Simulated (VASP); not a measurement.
# Ir3O (Im-3m) in VASP: notebook

Ir3O is run at these levels: PBE; tasks: single point, relaxation of cell and atoms.

Everything below comes from runs of VASP 6.6.1. Logs are shortened: lines on timing, memory, paths and dates and some standing lists are left out, and cuts for length are marked.

## (1) The cell of the first run

Symmetry: Im-3m, No. 229, cubic system. The conventional cell has a = 4.953 Å, b = 4.953 Å, c = 4.953 Å, α = 90.00°, β = 90.00°, γ = 90.00°. Within 3.3 Å of Ir (site symmetry 4/mmm) lie 4 Ir at 2.48 Å and 2 O at 2.48 Å. Within 3.3 Å of O (site symmetry m-3m) lie 6 Ir at 2.48 Å.

The cell was generated, and may not be a known phase.

## (2) Single point, PBE, collinear spin

Contents of INCAR:

```
PREC = Accurate
ENCUT = 520
EDIFF = 1E-7
ISMEAR = 0
SIGMA = 0.1
LREAL = False
LASPH = True
NELM = 150
ALGO = Normal
ISIF = 2
LWAVE = False
LCHARG = False
ISPIN = 2
MAGMOM = 1 1 1 0
LORBIT = 11
LMAXMIX = 4
GGA = PE
NBANDS = 28
```

Contents of KPOINTS:

```
regular mesh
0
Gamma
  6 6 6
```

Contents of POSCAR:

```
Ir3O
1.0
   -2.4764542149      2.4764542149      2.4764542149
    2.4764542149     -2.4764542149      2.4764542149
    2.4764542149      2.4764542149     -2.4764542149
Ir O
3 1
Direct
    0.0000000000      0.5000000000      0.5000000000
    0.5000000000      0.0000000000      0.5000000000
    0.5000000000      0.5000000000      0.0000000000
    0.0000000000      0.0000000000      0.0000000000
```

Potentials or basis: VASP PAW PBE potentials, release 64 (Ir, O).

The run is started by

```
> cat potpaw_PBE.64/Ir/POTCAR potpaw_PBE.64/O/POTCAR > POTCAR
> mpirun -np 1 vasp_std > vasp.out
```

OUTCAR:

```text
PREC = Accurate
   ENCUT = 520
   EDIFF = 1E-7
   ISMEAR = 0
   LREAL = False
   LASPH = True
   NELM = 150
   ISIF = 2
   ISPIN = 2
   LORBIT = 11
   GGA = PE

 ion  position               nearest neighbor table
   1  0.000  0.500  0.500-   2 2.48   3 2.48   4 2.48   4 2.48   3 2.48   2 2.48
   2  0.500  0.000  0.500-   1 2.48   3 2.48   4 2.48   3 2.48   4 2.48   1 2.48
   3  0.500  0.500  0.000-   1 2.48   2 2.48   4 2.48   2 2.48   1 2.48   4 2.48
   4  0.000  0.000  0.000-   1 2.48   2 2.48   3 2.48   1 2.48   2 2.48   3 2.48

  LATTYP: Found a body centered cubic cell.
 ALAT       =     4.9529084298

  Lattice vectors:

 A1 = (  -2.4764542149,   2.4764542149,   2.4764542149)
 A2 = (   2.4764542149,  -2.4764542149,   2.4764542149)
 A3 = (   2.4764542149,   2.4764542149,  -2.4764542149)

Analysis of symmetry for initial positions (statically):
=====================================================================
 Subroutine PRICEL returns:
 Original cell was already a primitive cell.

 Routine SETGRP: Setting up the symmetry group for a
 body centered cubic supercell.

 Subroutine GETGRP returns: Found 48 space group operations
 (whereof 48 operations were pure point group operations)
 out of a pool of 48 trial point group operations.

The static configuration has the point symmetry O_h .

Analysis of symmetry for dynamics (positions and initial velocities):
=====================================================================
 Subroutine PRICEL returns:
 Original cell was already a primitive cell.

 Routine SETGRP: Setting up the symmetry group for a
 body centered cubic supercell.

 Subroutine GETGRP returns: Found 48 space group operations
 (whereof 48 operations were pure point group operations)
 out of a pool of 48 trial point group operations.

The dynamic configuration has the point symmetry O_h .

Analysis of structural, dynamic, and magnetic symmetry:
=====================================================================
 Subroutine PRICEL returns:
 Original cell was already a primitive cell.

 Routine SETGRP: Setting up the symmetry group for a
 body centered cubic supercell.

 Subroutine GETGRP returns: Found 48 space group operations
 (whereof 48 operations were pure point group operations)
 out of a pool of 48 trial point group operations.

The overall configuration has the point symmetry O_h .

 Subroutine INISYM returns: Found 48 space group operations
 (whereof 48 operations are pure point group operations),
 and found     1 'primitive' translations

----------------------------------------------------------------------------------------

                                     Primitive cell

  volume of cell :      60.7506

  direct lattice vectors                    reciprocal lattice vectors
    -2.476454215  2.476454215  2.476454215     0.000000000  0.201901572  0.201901572
     2.476454215 -2.476454215  2.476454215     0.201901572  0.000000000  0.201901572
     2.476454215  2.476454215 -2.476454215     0.201901572  0.201901572  0.000000000

  length of vectors
     4.289344523  4.289344523  4.289344523     0.285531942  0.285531942  0.285531942

  position of ions in fractional coordinates (direct lattice)
     0.000000000  0.500000000  0.500000000
     0.500000000  0.000000000  0.500000000
     0.500000000  0.500000000  0.000000000
     0.000000000  0.000000000  0.000000000

  ion indices of the primitive-cell ions
   primitive index   ion index
                 1           1
                 2           2
                 3           3
                 4           4

----------------------------------------------------------------------------------------

 KPOINTS: regular mesh

Automatic generation of k-mesh.
 Grid dimensions read from file:
 generate k-points for:    6    6    6

 Generating k-lattice:

  Cartesian coordinates                     Fractional coordinates (reciprocal lattice)
     0.000000000  0.033650262  0.033650262     0.166666667  0.000000000  0.000000000
     0.033650262  0.000000000  0.033650262     0.000000000  0.166666667  0.000000000
     0.033650262  0.033650262  0.000000000     0.000000000  0.000000000  0.166666667

  Length of vectors
     0.047588657  0.047588657  0.047588657

  Shift w.r.t. Gamma in fractional coordinates (k-lattice)
     0.000000000  0.000000000  0.000000000

 Subroutine IBZKPT returns following result:
 ===========================================

 Found     16 irreducible k-points:

 Following reciprocal coordinates:
            Coordinates               Weight
  0.000000  0.000000  0.000000      1.000000
  0.166667  0.000000  0.000000     12.000000
  0.333333  0.000000  0.000000     12.000000
  0.500000  0.000000  0.000000      6.000000
  0.166667  0.166667  0.000000     24.000000
  0.333333  0.166667 -0.000000     48.000000
[... 8 lines left out ...]
  0.500000  0.500000  0.333333     12.000000
  0.500000  0.500000  0.500000      1.000000
   k-points           NKPTS =     16   k-points in BZ     NKDIM =     16   number of bands    NBANDS=     28
   number of dos      NEDOS =    301   number of ions     NIONS =      4
   total plane-waves  NPLWV =  32768
   dimension x,y,z NGX =    32 NGY =   32 NGZ =   32
   dimension x,y,z NGXF=    64 NGYF=   64 NGZF=   64
   ions per type =               3   1
   NGX,Y,Z   is equivalent  to a cutoff of  12.40, 12.40, 12.40 a.u.
   NGXF,Y,Z  is equivalent  to a cutoff of  24.81, 24.81, 24.81 a.u.
 SYSTEM =  unknown system
   PREC   = accura    normal or accurate (medium, high low for compatibility)
   ISTART =      0    job   : 0-new  1-cont  2-samecut
   ICHARG =      2    charge: 1-file 2-atom 10-const
   ISPIN  =      2    spin polarized calculation?
   LNONCOLLINEAR =      F non collinear calculations
   LSORBIT =      F    spin-orbit coupling
   LASPH  =      T    aspherical Exc in radial PAW
   ENCUT  =  520.0 eV  38.22 Ry    6.18 a.u.   7.98  7.98  7.98*2*pi/ulx,y,z
   NELM   =    150;   NELMIN=  2; NELMDL= -5     # of ELM steps
   EDIFF  = 0.1E-06   stopping-criterion for ELM
   LREAL  =      F    real-space projection
   EDIFFG = 0.1E-05   stopping-criterion for IOM
   NSW    =      0    number of steps for IOM
   IBRION =     -1    ionic relax: 0-MD 1-quasi-New 2-CG
   NFREE  =      0    steps in history (QN), initial steepest desc. (CG)
   ISIF   =      2    stress and relaxation
   ISYM   =      2    0-nonsym 1-usesym 2-fastsym
   POTIM  = 0.5000    time-step for ionic-motion
   TEBEG  =    0.0;   TEEND  =   0.0 temperature during run
   PSTRESS=    0.0 pullay stress
   NELECT =      33.0000    total number of electrons
   NUPDOWN=      -1.0000    fix difference up-down
   EMIN   =  10.00;   EMAX   =-10.00  energy-range for DOS
   EFERMI =   0.00;   METHOD = LEGACY
   ISMEAR =     0;   SIGMA  =   0.10  broadening in eV -4-tet -1-fermi 0-gaus
   EFERMI_NEDOS =   21; number of points for ismear=-14 and -15
   IALGO  =     38    algorithm
   IMIX   =      4    mixing-type and parameters
     AMIX     =   0.40;   BMIX     =  1.00
     AMIX_MAG =   1.60;   BMIX_MAG =  1.00
  volume/ion in A,a.u.               =      15.19       102.49
  Fermi-wavevector in a.u.,A,eV,Ry     =   1.335762  2.524225 24.276343  1.784261
  Thomas-Fermi vector in A             =   2.464441
   LORBIT       =     11    0 simple, 1 ext, 2 COOP (PROOUT), +10 PAW based schemes
   GGA     = PE    functional components
   LHFCALC =     F    Hartree Fock is set to
   AEXX    =    0.0000 exact exchange contribution
   IVDW    =     0    specifies the selected vdW correction
   LEPSILON=     F    determine dielectric tensor
   LRPA    =     F    only Hartree local field effects (RPA)
 spin polarized calculation
 Gauss-broadening in eV      SIGMA  =   0.10
  energy-cutoff  :      520.00
  volume of cell :       60.75
 maximum number of plane-waves:      1662
   NGX = 15   NGY = 15   NGZ = 15

 number of electron      33.0000009 magnetization       0.0003827

 Free energy of the ion-electron system (eV)
  ---------------------------------------------------
  ext. energy  EPLUGINS =         0.00000000
  ---------------------------------------------------
  free energy    TOTEN  =       -26.67728027 eV

  energy without entropy =      -26.64412429  energy(sigma->0) =      -26.66070228

 E-fermi :   6.6624     XC(G=0): -12.4253

 val. band max:        6.6509810773   @ k =   0.1667   0.1667   0.0000
 cond. band min:       6.6717345493   @ k =   0.3333   0.1667  -0.0000
 fundamental gap:      0.0207534720
 Fermi energy:         6.6624045235

 spin component 1

 k-point     1 :       0.0000    0.0000    0.0000
  band No.  band energies     occupation
      1     -11.7311      1.00000
      2      -1.1716      1.00000
      3       0.4590      1.00000
      4       0.4590      1.00000
      5       0.7220      1.00000
      6       0.7220      1.00000
[... 20 lines left out ...]
     27      18.3810      0.00000
[... 442 lines left out ...]
      5       1.8806      1.00000
      6       1.8806      1.00000
[... 20 lines left out ...]
     27      21.8176      0.00000
     28      21.8176      0.00000
 Fermi energy:         6.6624045235

 spin component 2

 k-point     1 :       0.0000    0.0000    0.0000
  band No.  band energies     occupation
      1     -11.7311      1.00000
      2      -1.1715      1.00000
      3       0.4591      1.00000
      4       0.4591      1.00000
      5       0.7221      1.00000
      6       0.7221      1.00000
[... 20 lines left out ...]
     27      18.3811      0.00000
[... 443 lines left out ...]
      6       1.8807      1.00000
[... 20 lines left out ...]
     27      21.8177      0.00000
     28      21.8177      0.00000

------------------------ aborting loop because EDIFF is reached ----------------------------------------

  FORCE on cell =-STRESS in cart. coord.  units (eV):
  Direction    XX          YY          ZZ          XY          YZ          ZX
  --------------------------------------------------------------------------------------
  -------------------------------------------------------------------------------------
  Total        0.0101097      0.0101097      0.0101097     -0.0000000     -0.0000000      0.0000000
  in kB        0.2666231      0.2666231      0.2666231     -0.0000000     -0.0000000      0.0000000
  external PRESSURE =       0.2666231 kB  Pullay stress =       0.0000000 kB

 VOLUME and BASIS-vectors are now :
 -----------------------------------------------------------------------------
  energy-cutoff  :      520.00
  volume of cell :       60.75
      direct lattice vectors                 reciprocal lattice vectors
    -2.476454215  2.476454215  2.476454215     0.000000000  0.201901572  0.201901572
     2.476454215 -2.476454215  2.476454215     0.201901572  0.000000000  0.201901572
     2.476454215  2.476454215 -2.476454215     0.201901572  0.201901572  0.000000000

 POSITION                                       TOTAL-FORCE (eV/Angst)
 -----------------------------------------------------------------------------------
      2.47645      0.00000      0.00000         0.000000     -0.000000      0.000000
      0.00000      2.47645      0.00000        -0.000000      0.000000     -0.000000
      0.00000      0.00000      2.47645         0.000000     -0.000000      0.000000
      0.00000      0.00000      0.00000         0.000000      0.000000     -0.000000
 -----------------------------------------------------------------------------------
    total drift:                               -0.000000     -0.000000      0.000000

  FREE ENERGIE OF THE ION-ELECTRON SYSTEM (eV)
  ---------------------------------------------------
  free  energy   TOTEN  =       -26.6772802712 eV

  energy  without entropy=      -26.6441242862  energy(sigma->0) =      -26.66070228

 total charge

# of ion       s       p       d       tot
------------------------------------------
    1        0.672   0.517   6.971   8.161
    2        0.672   0.517   6.971   8.161
    3        0.672   0.517   6.971   8.161
    4        1.636   3.120   0.000   4.756
--------------------------------------------------
tot          3.652   4.671  20.914  29.237

 magnetization (x)

# of ion       s       p       d       tot
------------------------------------------
    1        0.000   0.000   0.000   0.000
    2        0.000   0.000   0.000   0.000
    3        0.000   0.000   0.000   0.000
    4       -0.000  -0.000   0.000  -0.000
--------------------------------------------------
tot          0.000  -0.000   0.000   0.000
```

Run time: 2.3 min. Hardware: 1 thread of Intel Xeon 8259CL, shared host; peak memory 0.22 GiB.

Results:

| Property | Result |
| --- | --- |
| Free energy | -26.6773 eV |
| Pressure | 0.0 GPa |
| Net moment | 0.00 μB per cell |
| Valence electrons inside the program's atomic spheres | Ir 8.16; O 4.76 |

Caveat: spin-orbit coupling is left out, which moves the levels of the heavy elements.

## (3) Single point, PBE, collinear spin

This run uses another cell than the first one, of 15.88 Å³/atom.

Contents of INCAR:

```
SYSTEM = Ir3O
PREC     = Accurate       ! precision mode
ENCUT    = 520            ! plane-wave cutoff, eV
EDIFF    = 1E-6           ! SCF threshold, eV
ISMEAR   = 0              ! smearing method
SIGMA    = 0.1            ! smearing width, eV
LREAL    = .FALSE.        ! projectors in reciprocal space
LASPH    = .TRUE.         ! aspherical terms in the spheres
NELM     = 150            ! most SCF steps
ALGO     = Normal         ! electronic algorithm
ISIF     = 2              ! what is computed and relaxed
LWAVE    = .FALSE.        ! write WAVECAR
LCHARG   = .FALSE.        ! write CHGCAR
ISPIN    = 2              ! spin polarisation
MAGMOM   = 1 1 1 0        ! initial moments
LORBIT   = 11             ! projections on sites
LMAXMIX  = 4              ! l up to which the mixer works
GGA      = PE             ! functional
NBANDS   = 28             ! bands
```

Contents of KPOINTS:

```
Automatic mesh
0
G
  6 6 6
  0 0 0
```

Contents of POSCAR:

```
Ir3O
1.0
   -2.5135613800      2.5135613800      2.5135613800
    2.5135613800     -2.5135613800      2.5135613800
    2.5135613800      2.5135613800     -2.5135613800
Ir O
3 1
Direct
    0.0000000000      0.5000000000      0.5000000000
    0.5000000000      0.0000000000      0.5000000000
    0.5000000000      0.5000000000      0.0000000000
    0.0000000000      0.0000000000      0.0000000000
```

Potentials or basis: VASP PAW PBE potentials, release 64 (Ir, O).

The run is started by

```
> cat potpaw_PBE.64/Ir/POTCAR potpaw_PBE.64/O/POTCAR > POTCAR
> mpirun -np 1 vasp_std > vasp.out
```

OUTCAR:

```text
SYSTEM = Ir3O
   PREC = Accurate
   ENCUT = 520
   EDIFF = 1E-6
   ISMEAR = 0
   LREAL = .FALSE.
   LASPH = .TRUE.
   NELM = 150
   ISIF = 2
   ISPIN = 2
   LORBIT = 11
   GGA = PE

 ion  position               nearest neighbor table
   1  0.000  0.500  0.500-   2 2.51   3 2.51   4 2.51   4 2.51   3 2.51   2 2.51
   2  0.500  0.000  0.500-   1 2.51   3 2.51   4 2.51   3 2.51   4 2.51   1 2.51
   3  0.500  0.500  0.000-   1 2.51   2 2.51   4 2.51   2 2.51   1 2.51   4 2.51
   4  0.000  0.000  0.000-   1 2.51   2 2.51   3 2.51   1 2.51   2 2.51   3 2.51

  LATTYP: Found a body centered cubic cell.
 ALAT       =     5.0271227600

  Lattice vectors:

 A1 = (  -2.5135613800,   2.5135613800,   2.5135613800)
 A2 = (   2.5135613800,  -2.5135613800,   2.5135613800)
 A3 = (   2.5135613800,   2.5135613800,  -2.5135613800)

[... 1205 lines left out ...]

 POSITION                                       TOTAL-FORCE (eV/Angst)
 -----------------------------------------------------------------------------------
      2.51356      0.00000      0.00000         0.000000      0.000000     -0.000000
      0.00000      2.51356      0.00000         0.000000     -0.000000      0.000000
      0.00000      0.00000      2.51356        -0.000000      0.000000      0.000000
      0.00000      0.00000      0.00000        -0.000000      0.000000     -0.000000
 -----------------------------------------------------------------------------------
    total drift:                               -0.000000     -0.000000      0.000000

  FREE ENERGIE OF THE ION-ELECTRON SYSTEM (eV)
  ---------------------------------------------------
  free  energy   TOTEN  =       -26.5993686253 eV

  energy  without entropy=      -26.5648113831  energy(sigma->0) =      -26.58209000

 total charge

# of ion       s       p       d       tot
------------------------------------------
    1        0.653   0.476   6.923   8.051
    2        0.653   0.476   6.923   8.051
    3        0.653   0.476   6.923   8.051
    4        1.634   3.104   0.000   4.738
--------------------------------------------------
tot          3.592   4.533  20.768  28.892

 magnetization (x)

# of ion       s       p       d       tot
------------------------------------------
    1        0.000   0.000   0.001   0.001
    2        0.000   0.000   0.001   0.001
    3        0.000   0.000   0.001   0.001
    4       -0.000  -0.000   0.000  -0.000
--------------------------------------------------
tot          0.000  -0.000   0.002   0.002
```

Wall time 1.9 min (1 thread of Intel Xeon 8259CL, shared host); peak memory 0.22 GiB.

Results:

* Free energy: -26.5994 eV
* Pressure: -8.8 GPa
* Net moment: 0.00 μB per cell
* Valence electrons inside the program's atomic spheres: Ir 8.05; O 4.74

Levels at points of the mesh, in eV from the Fermi level:
Spin up:
```csv
k point,band 14,band 15,band 16,band 17,band 18,band 19
"(0.00, 0.00, 0.00)",-0.71,-0.39,-0.39,0.70,0.70,0.70
"(0.50, 0.00, 0.00)",-1.91,-1.45,-0.96,-0.92,0.15,0.30
"(0.50, 0.50, 0.50)",-1.27,-0.47,-0.47,0.73,0.73,0.73
```
Spin down:
| k point | band 13 | band 14 | band 15 | band 16 | band 17 | band 18 | band 19 | band 20 |
| --- | --- | --- | --- | --- | --- | --- | --- | --- |
| (0.00, 0.00, 0.00) | -0.71 | -0.71 | -0.39 | -0.39 | 0.70 | 0.70 | 0.70 | 3.72 |
| (0.50, 0.00, 0.00) | -2.37 | -1.91 | -1.45 | -0.96 | -0.92 | 0.15 | 0.30 | 1.68 |
| (0.50, 0.50, 0.50) | -1.27 | -1.27 | -0.47 | -0.47 | 0.73 | 0.73 | 0.73 | 2.47 |

Caveat: the cell stands under tension; spin-orbit coupling is left out, which moves the levels of the heavy elements.

(Continued in part 2 of 2.)
